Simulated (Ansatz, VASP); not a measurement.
# One calculation of SnO, two programs

Contents of POSCAR:

```
SnO
1.0
    3.3550050000      0.0000000000      0.0000000000
    0.0000000000      5.6457334800      0.0000000000
    0.0000000000      0.0000000000      4.2219700000
Sn O
2 2
Direct
    0.0000000000      0.2319090000      0.5131440000
    0.5000000000      0.7680910000      0.0131440000
    0.0000000000      0.8912500000      0.7368570000
    0.5000000000      0.1087500000      0.2368570000
```

Contents of INCAR.step1:

```
ALGO     = Normal         # electronic algorithm
EDIFF    = 1E-4           # SCF threshold, eV
ENCUT    = 520            # plane-wave cutoff, eV
GGA      = PE             # functional
ISMEAR   = 0              # smearing method
LASPH    = True           # aspherical terms in the spheres
LCHARG   = False          # write CHGCAR
LREAL    = False          # projectors in reciprocal space
LWAVE    = True           # write WAVECAR
NBANDS   = 28             # bands
NELM     = 80             # most SCF steps
PREC     = Accurate       # precision mode
SIGMA    = 0.05           # smearing width, eV
```

INCAR.step2

```
ALGO     = Normal         # electronic algorithm
EDIFF    = 1E-7           # SCF threshold, eV
ENCUT    = 520            # plane-wave cutoff, eV
ISIF     = 2              # what is computed and relaxed
ISMEAR   = 0              # smearing method
ISTART   = 1            
LASPH    = True           # aspherical terms in the spheres
LCHARG   = False          # write CHGCAR
LMIXTAU  = True         
LREAL    = False          # projectors in reciprocal space
LWAVE    = False          # write WAVECAR
METAGGA  = R2SCAN         # meta-GGA
NBANDS   = 28             # bands
NELM     = 80             # most SCF steps
PREC     = Accurate       # precision mode
SIGMA    = 0.05           # smearing width, eV
```

KPOINTS

```
k-points
0
Gamma
  8 6 6
```

Input for Ansatz:

```yaml
crystal:
  lattice:
    - [3.355005, 0.0, 0.0]
    - [0.0, 5.64573348, 0.0]
    - [0.0, 0.0, 4.22197]
  atoms:
    - { symbol: Sn, position: [0.0, 0.231909, 0.513144] }
    - { symbol: Sn, position: [0.5, 0.768091, 0.013144] }
    - { symbol: O, position: [0.0, 0.89125, 0.736857] }
    - { symbol: O, position: [0.5, 0.10875, 0.236857] }
basis:
  ecutwfc: 500
kpoints:
  mp_grid: { grid: [8, 6, 6] }
hamiltonian:
  xc: r2scan
scf:
  occupations: { method: gaussian, width: 0.05 }
output:
  forces: true
  stress: true
  eigenvalues: true
```

Change from the starting cell: strain -0.0050 x Voigt [0, 1, 0, 0, 0, 0], atoms carried along.

Alike in both runs: task single point; functional r2SCAN; k mesh 8 × 6 × 6; occupations gaussian, width 0.05 eV; no spin polarisation.

|  | VASP | Ansatz |
| --- | --- | --- |
| version | VASP 6.6.1 | Ansatz 0.2.0 |
| potentials or method | VASP PAW PBE potentials, release 64 (Sn_d, O), cutoff 520 eV | scalar-relativistic, plane waves, PAW |
| valence electrons in the cell | 40 | 40 |

```tsv
	VASP	Ansatz	Ansatz less VASP
gap on the k mesh at the Fermi level (eV)	1.68	1.69	+0.014
least direct gap on the mesh (eV)	2.32	2.33	+0.014
pressure (GPa)	-2.2	-2.7	-0.43
traceless stress, the component that is largest in VASP (GPa)	-1.04	-1.11	-0.077
rms of the force components (eV/Å)	0.194	0.247	+0.0524
```

VASP's potentials were made for PBE, not for r2SCAN. Atom by atom the forces differ by 0.055 eV/Å (rms over components). The functional is the same, so the differences come from potentials, cutoffs and numerics.
